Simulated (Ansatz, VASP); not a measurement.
# Two plane-wave programs on HgTe

```
CELL_PARAMETERS angstrom
0.00000 3.36796 3.36796
3.36796 0.00000 3.36796
3.36796 3.36796 0.00000
ATOMIC_POSITIONS crystal
Hg 0.00000 0.00000 0.00000
Te 0.25000 0.25000 0.25000
```

Alike in both runs: task single point; functional PBE; k mesh 10 × 10 × 10; occupations gaussian, width 0.05 eV; no spin polarisation.

|  | VASP | Ansatz |
| --- | --- | --- |
| version | VASP 6.6.1 | Ansatz 0.2.0 |
| potentials or method | VASP PAW PBE potentials, release 64 (Hg, Te), cutoff 520 eV | scalar-relativistic, plane waves, PAW |
| valence electrons in the cell | 18 | 36 |

Ansatz gave:

- gap on the k mesh at the Fermi level (eV): none
- pressure (GPa): -1.2

Q: Which values does VASP return?

A: gap on the k mesh at the Fermi level (eV): none; pressure (GPa): -1.1.

A gap of «none» marks a metal or a gap that the smearing closes. The functional is the same, so the differences come from potentials, cutoffs and numerics. VASP's potentials hold 18 valence electrons a cell and Ansatz's 36, so a difference there can come from the potentials and not from the codes.

Spin-orbit coupling is off throughout.
